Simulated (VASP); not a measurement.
# BAs (Pm-3m) in VASP: a series of runs

The runs below take BAs through single point, with PBE-based screened hybrid with 25 % exact exchange.

Program: VASP 6.6.1. These are calculated values, not measurements. Logs are shortened: lines on timing, memory, paths and dates and some standing lists are left out, and cuts for length are marked.

**1. The cell of the first run**

The structure is cubic, space group Pm-3m (No. 221). The conventional cell has a = 2.957 Å, b = 2.957 Å, c = 2.957 Å, α = 90.00°, β = 90.00°, γ = 90.00°. Within 3.4 Å of B (site symmetry m-3m) lie 8 As at 2.56 Å and 6 B at 2.96 Å. As (site symmetry m-3m) has 8 B at 2.56 Å and 6 As at 2.96 Å within 3.4 Å.

**2. Single point, PBE-based screened hybrid with 25 % exact exchange**

File POSCAR:

```
BAs
1.0
    2.9570103300      0.0000000000      0.0000000000
    0.0000000000      2.9570103300      0.0000000000
    0.0000000000      0.0000000000      2.9570103300
B As
1 1
Direct
    0.5000000000      0.5000000000      0.5000000000
    0.0000000000      0.0000000000      0.0000000000
```

File INCAR.step1:

```
PREC = Accurate
ENCUT = 520
EDIFF = 1E-5
ISMEAR = -1
SIGMA = 0.05
LREAL = F
LASPH = T
NELM = 100
ALGO = Normal
ISIF = 2
LWAVE = T
NBANDS = 11
GGA = PE
```

File INCAR.step2:

```
PREC = Accurate
ENCUT = 520
EDIFF = 1E-6
ISMEAR = -1
SIGMA = 0.05
LREAL = F
LASPH = T
NELM = 100
ALGO = Normal
ISIF = 2
LWAVE = F
LCHARG = T
GGA = PE
LHFCALC = T
AEXX = 0.25
HFSCREEN = 0.4
PRECFOCK = Normal
LELF = T
LVHAR = T
NBANDS = 11
ISTART = 1
```

File KPOINTS:

```
regular mesh
0
Gamma
  5 5 5
```

Potentials or basis: VASP PAW PBE potentials, release 64 (B, As).

The run is started by

```bash
$ cat potpaw_PBE.64/B/POTCAR potpaw_PBE.64/As/POTCAR > POTCAR
$ cp INCAR.step1 INCAR
$ mpirun -np 1 vasp_std > vasp.out
$ cp INCAR.step2 INCAR
$ mpirun -np 1 vasp_std > vasp.out
```

OUTCAR:

```text
PREC = Accurate
   ENCUT = 520
   EDIFF = 1E-6
   ISMEAR = -1
   LREAL = F
   LASPH = T
   NELM = 100
   ISIF = 2
   GGA = PE
   LHFCALC = T
   AEXX = 0.25
   HFSCREEN = 0.4
   PRECFOCK = Normal
   ISTART = 1

 ion  position               nearest neighbor table
   1  0.500  0.500  0.500-
   2  0.000  0.000  0.000-

  LATTYP: Found a simple cubic cell.
 ALAT       =     2.9570103300

  Lattice vectors:

 A1 = (   2.9570103300,   0.0000000000,   0.0000000000)
 A2 = (   0.0000000000,   2.9570103300,   0.0000000000)
 A3 = (   0.0000000000,   0.0000000000,   2.9570103300)

Analysis of symmetry for initial positions (statically):
=====================================================================
 Subroutine PRICEL returns:
 Original cell was already a primitive cell.

 Routine SETGRP: Setting up the symmetry group for a
 simple cubic supercell.

 Subroutine GETGRP returns: Found 48 space group operations
 (whereof 48 operations were pure point group operations)
 out of a pool of 48 trial point group operations.

The static configuration has the point symmetry O_h .

Analysis of symmetry for dynamics (positions and initial velocities):
=====================================================================
 Subroutine PRICEL returns:
 Original cell was already a primitive cell.

 Routine SETGRP: Setting up the symmetry group for a
 simple cubic supercell.

 Subroutine GETGRP returns: Found 48 space group operations
 (whereof 48 operations were pure point group operations)
 out of a pool of 48 trial point group operations.

The dynamic configuration has the point symmetry O_h .

 Subroutine INISYM returns: Found 48 space group operations
 (whereof 48 operations are pure point group operations),
 and found     1 'primitive' translations

----------------------------------------------------------------------------------------

                                     Primitive cell

  volume of cell :      25.8558

  direct lattice vectors                    reciprocal lattice vectors
     2.957010330  0.000000000  0.000000000     0.338179407  0.000000000  0.000000000
     0.000000000  2.957010330  0.000000000     0.000000000  0.338179407  0.000000000
     0.000000000  0.000000000  2.957010330     0.000000000  0.000000000  0.338179407

  length of vectors
     2.957010330  2.957010330  2.957010330     0.338179407  0.338179407  0.338179407

  position of ions in fractional coordinates (direct lattice)
     0.500000000  0.500000000  0.500000000
     0.000000000  0.000000000  0.000000000

  ion indices of the primitive-cell ions
   primitive index   ion index
                 1           1
                 2           2

----------------------------------------------------------------------------------------

 KPOINTS: regular mesh

Automatic generation of k-mesh.
 Grid dimensions read from file:
 generate k-points for:    5    5    5

 Generating k-lattice:

  Cartesian coordinates                     Fractional coordinates (reciprocal lattice)
     0.067635881  0.000000000  0.000000000     0.200000000  0.000000000  0.000000000
     0.000000000  0.067635881  0.000000000     0.000000000  0.200000000  0.000000000
     0.000000000  0.000000000  0.067635881     0.000000000  0.000000000  0.200000000

  Length of vectors
     0.067635881  0.067635881  0.067635881

  Shift w.r.t. Gamma in fractional coordinates (k-lattice)
     0.000000000  0.000000000  0.000000000

 Subroutine IBZKPT returns following result:
 ===========================================

 Found     10 irreducible k-points:

 Following reciprocal coordinates:
            Coordinates               Weight
  0.000000  0.000000  0.000000      1.000000
  0.200000  0.000000  0.000000      6.000000
  0.400000  0.000000  0.000000      6.000000
  0.200000  0.200000  0.000000     12.000000
  0.400000  0.200000  0.000000     24.000000
  0.400000  0.400000  0.000000     12.000000
  0.200000  0.200000  0.200000      8.000000
  0.400000  0.200000  0.200000     24.000000
  0.400000  0.400000  0.200000     24.000000
  0.400000  0.400000  0.400000      8.000000
   k-points           NKPTS =     10   k-points in BZ     NKDIM =    125   number of bands    NBANDS=     11
   number of dos      NEDOS =    301   number of ions     NIONS =      2
   total plane-waves  NPLWV =  13824
   dimension x,y,z NGX =    24 NGY =   24 NGZ =   24
   dimension x,y,z NGXF=    48 NGYF=   48 NGZF=   48
   ions per type =               1   1
   NGX,Y,Z   is equivalent  to a cutoff of  13.49, 13.49, 13.49 a.u.
   NGXF,Y,Z  is equivalent  to a cutoff of  26.99, 26.99, 26.99 a.u.
 SYSTEM =  unknown system
   PREC   = accura    normal or accurate (medium, high low for compatibility)
   ISTART =      1    job   : 0-new  1-cont  2-samecut
   ICHARG =      0    charge: 1-file 2-atom 10-const
   ISPIN  =      1    spin polarized calculation?
   LNONCOLLINEAR =      F non collinear calculations
   LSORBIT =      F    spin-orbit coupling
   LASPH  =      T    aspherical Exc in radial PAW
   ENCUT  =  520.0 eV  38.22 Ry    6.18 a.u.   5.50  5.50  5.50*2*pi/ulx,y,z
   NELM   =    100;   NELMIN=  2; NELMDL=  0     # of ELM steps
   EDIFF  = 0.1E-05   stopping-criterion for ELM
   LREAL  =      F    real-space projection
   EDIFFG = 0.1E-04   stopping-criterion for IOM
   NSW    =      0    number of steps for IOM
   IBRION =     -1    ionic relax: 0-MD 1-quasi-New 2-CG
   NFREE  =      0    steps in history (QN), initial steepest desc. (CG)
   ISIF   =      2    stress and relaxation
   ISYM   =      3    0-nonsym 1-usesym 2-fastsym
   POTIM  = 0.5000    time-step for ionic-motion
   TEBEG  =    0.0;   TEEND  =   0.0 temperature during run
   PSTRESS=    0.0 pullay stress
   NELECT =       8.0000    total number of electrons
   NUPDOWN=      -1.0000    fix difference up-down
   EMIN   =  10.00;   EMAX   =-10.00  energy-range for DOS
   EFERMI =   0.00;   METHOD = LEGACY
   ISMEAR =    -1;   SIGMA  =   0.05  broadening in eV -4-tet -1-fermi 0-gaus
   EFERMI_NEDOS =   21; number of points for ismear=-14 and -15
   IALGO  =     38    algorithm
   IMIX   =      1    mixing-type and parameters
     AMIX     =   0.40;   BMIX     =  1.00
     AMIX_MAG =   1.60;   BMIX_MAG =  1.00
  volume/ion in A,a.u.               =      12.93        87.24
  Fermi-wavevector in a.u.,A,eV,Ry     =   1.107266  2.092429 16.681261  1.226038
  Thomas-Fermi vector in A             =   2.243778
   LORBIT       =      0    0 simple, 1 ext, 2 COOP (PROOUT), +10 PAW based schemes
   GGA     = PE    functional components
   LHFCALC =     T    Hartree Fock is set to
   PRECFOCK=normal    Normal, Fast or Accurate (Low or Medium for compatibility)
   ENCUT4O =  -1.0   cutoff for four orbital integrals eV
   NKREDX  =     1    reduce k-point grid by
   NKREDY  =     1    reduce k-point grid by
   NKREDZ  =     1    reduce k-point grid by
   AEXX    =    0.2500 exact exchange contribution
   HFSCREEN=    0.4000 screening length (either q_TF or 0.3 A-1)
   HFSCREENC=   0.4000 screening length for correlation (either q_TF or 0.3 A-1)
   ENCUTFOCK=  -1.0 apply spherical cutoff to Coloumb kernel
   IVDW    =     0    specifies the selected vdW correction
   LEPSILON=     F    determine dielectric tensor
   LRPA    =     F    only Hartree local field effects (RPA)
 non-spin polarized calculation
  energy-cutoff  :      520.00
  volume of cell :       25.86
 maximum number of plane-waves:       739
 NGX is ok and might be reduce to    24
  NGX = 18; NGY = 18; NGZ = 18

 number of electron       7.9999998 magnetization

 Free energy of the ion-electron system (eV)
  ---------------------------------------------------
  ext. energy  EPLUGINS =         0.00000000
  ---------------------------------------------------
  free energy    TOTEN  =        -9.11023682 eV

  energy without entropy =       -9.10637344  energy(sigma->0) =       -9.10830513

 E-fermi :   7.0851     XC(G=0):  -9.6471

 val. band max:        6.9314496591   @ k =   0.4000   0.4000   0.2000
 cond. band min:       7.3513931660   @ k =   0.2000   0.2000   0.0000
 fundamental gap:      0.4199435069
 Fermi energy:         7.0851377598

 k-point     1 :       0.0000    0.0000    0.0000
  band No.  band energies     occupation
      1     -10.1106      2.00000
      2       5.9891      2.00000
      3       5.9891      2.00000
      4       5.9891      2.00000
      5       6.3917      2.00000
      6      12.7959      0.00000
      7      12.7959      0.00000
      8      16.7720      0.00000
      9      16.7720      0.00000
     10      16.7720      0.00000
     11      26.2519      0.00000

 k-point     2 :       0.2000    0.0000    0.0000
  band No.  band energies     occupation
      1      -9.4298      2.00000
      2       1.4492      2.00000
      3       6.6826      1.99936
      4       6.6826      1.99936
      5       8.2471      0.00000
      6      13.4613      0.00000
      7      14.9538      0.00000
      8      15.1341      0.00000
      9      15.1341      0.00000
     10      17.3186      0.00000
     11      23.9210      0.00000

 k-point     3 :       0.4000    0.0000    0.0000
  band No.  band energies     occupation
      1      -7.5632      2.00000
      2      -2.9941      2.00000
      3       8.6903      0.00000
      4       8.6903      0.00000
      5       9.8413      0.00000
      6      11.7784      0.00000
      7      11.7784      0.00000
      8      12.4364      0.00000
      9      15.3569      0.00000
     10      19.3219      0.00000
     11      24.0487      0.00000
[... 71 lines left out ...]
 k-point     9 :       0.4000    0.4000    0.2000
  band No.  band energies     occupation
      1      -4.3424      2.00000
      2      -0.0343      2.00000
      3       0.7613      2.00000
      4       3.9128      2.00000
      5       6.9314      1.91159
      6       9.3612      0.00000
      7      11.1103      0.00000
      8      12.8559      0.00000
      9      21.8386      0.00000
     10      23.4430      0.00000
     11      23.5495      0.00000

 k-point    10 :       0.4000    0.4000    0.4000
  band No.  band energies     occupation
      1      -2.5786      2.00000
      2       1.4793      2.00000
      3       2.8940      2.00000
      4       2.8940      2.00000
      5       4.8037      2.00000
      6       6.5930      1.99989
      7       6.5930      1.99989
      8       9.1867      0.00000
      9      25.1454      0.00000
     10      26.1131      0.00000
     11      26.1131      0.00000

------------------------ aborting loop because EDIFF is reached ----------------------------------------

  FORCE on cell =-STRESS in cart. coord.  units (eV):
  Direction    XX          YY          ZZ          XY          YZ          ZX
  --------------------------------------------------------------------------------------
  -------------------------------------------------------------------------------------
  Total       -1.3084563     -1.3084563     -1.3084563     -0.0000000     -0.0000000      0.0000000
  in kB      -81.0795434    -81.0795434    -81.0795434     -0.0000000     -0.0000000      0.0000000
  external PRESSURE =     -81.0795434 kB  Pullay stress =       0.0000000 kB

 VOLUME and BASIS-vectors are now :
 -----------------------------------------------------------------------------
  energy-cutoff  :      520.00
  volume of cell :       25.86
      direct lattice vectors                 reciprocal lattice vectors
     2.957010330  0.000000000  0.000000000     0.338179407  0.000000000  0.000000000
     0.000000000  2.957010330  0.000000000     0.000000000  0.338179407  0.000000000
     0.000000000  0.000000000  2.957010330     0.000000000  0.000000000  0.338179407

 POSITION                                       TOTAL-FORCE (eV/Angst)
 -----------------------------------------------------------------------------------
      1.47851      1.47851      1.47851         0.000000      0.000000      0.000000
      0.00000      0.00000      0.00000         0.000000      0.000000      0.000000
 -----------------------------------------------------------------------------------
    total drift:                               -0.000000      0.000000      0.000001

  FREE ENERGIE OF THE ION-ELECTRON SYSTEM (eV)
  ---------------------------------------------------
  free  energy   TOTEN  =        -9.1102368247 eV

  energy  without entropy=       -9.1063734368  energy(sigma->0) =       -9.10830513
```

Wall time 1.9 min (1 thread of Intel Xeon Platinum 8488C (Sapphire Rapids), shared host); peak memory 0.25 GiB.

What came out:

```yaml
Free_energy: -9.1102 eV
Pressure: -8.1 GPa
Band_gap_on_the_k_mesh: zero (bands 4 and 5 overlap by 3.89 eV)
```

Levels at points of the mesh, in eV from the Fermi level:
```
           k point  band 1  band 2  band 3  band 4  band 5  band 6  band 7  band 8  band 9
(0.00, 0.00, 0.00)  -17.20   -1.10   -1.10   -1.10   -0.69    5.71    5.71    9.69    9.69
```

Caveat: the k points lie up to 0.42 Å⁻¹ apart, too coarse for converged energies and pressures of a metal; the PAW data sets were made with another functional, which shifts forces and pressure a little.

**3. Single point, PBE-based screened hybrid with 25 % exact exchange**

POSCAR is that of step 2.

File INCAR.step1:

```
PREC     = Accurate       # precision mode
ENCUT    = 520            # plane-wave cutoff, eV
EDIFF    = 1E-5           # SCF threshold, eV
ISMEAR   = -1             # smearing method
SIGMA    = 0.05           # smearing width, eV
LREAL    = False          # projectors in reciprocal space
LASPH    = True           # aspherical terms in the spheres
NELM     = 60             # most SCF steps
ALGO     = Normal         # electronic algorithm
ISIF     = 2              # what is computed and relaxed
LWAVE    = True           # write WAVECAR
LCHARG   = False          # write CHGCAR
GGA      = PE             # functional
NBANDS   = 11             # bands
```

File INCAR.step2:

```
PREC     = Accurate       # precision mode
ENCUT    = 520            # plane-wave cutoff, eV
EDIFF    = 1E-7           # SCF threshold, eV
ISMEAR   = -1             # smearing method
SIGMA    = 0.05           # smearing width, eV
LREAL    = False          # projectors in reciprocal space
LASPH    = True           # aspherical terms in the spheres
NELM     = 60             # most SCF steps
ALGO     = Normal         # electronic algorithm
ISIF     = 2              # what is computed and relaxed
LWAVE    = False          # write WAVECAR
LCHARG   = False          # write CHGCAR
GGA      = PE             # functional
LHFCALC  = True           # exact exchange
AEXX     = 0.25           # exact-exchange fraction
HFSCREEN = 0.6            # screening, 1/A
PRECFOCK = Normal       
ISTART   = 1            
NBANDS   = 11             # bands
```

KPOINTS is that of step 2.

Potentials or basis: VASP PAW PBE potentials, release 64 (B, As).

The run is started by

```bash
$ cat potpaw_PBE.64/B/POTCAR potpaw_PBE.64/As/POTCAR > POTCAR
$ cp INCAR.step1 INCAR
$ mpirun -np 1 vasp_std > vasp.out
$ cp INCAR.step2 INCAR
$ mpirun -np 1 vasp_std > vasp.out
```

Wall time 1.9 min (1 thread of Intel Xeon Platinum 8488C (Sapphire Rapids), shared host); peak memory 0.24 GiB.

The run converged. Its results:

| Quantity | Value |
| --- | --- |
| Free energy | -8.7902 eV |
| Pressure | -7.4 GPa |
| Band gap on the k mesh | zero (bands 4 and 5 overlap by 3.77 eV) |

Levels at points of the mesh, in eV from the Fermi level:
```
           k point  band 1  band 2  band 3  band 4  band 5  band 6  band 7  band 8
(0.00, 0.00, 0.00)  -16.73   -1.05   -1.05   -1.05   -0.71    5.61    5.61    9.43
```

Caveat: the k points lie up to 0.42 Å⁻¹ apart, too coarse for converged energies and pressures of a metal; the PAW data sets were made with another functional, which shifts forces and pressure a little.
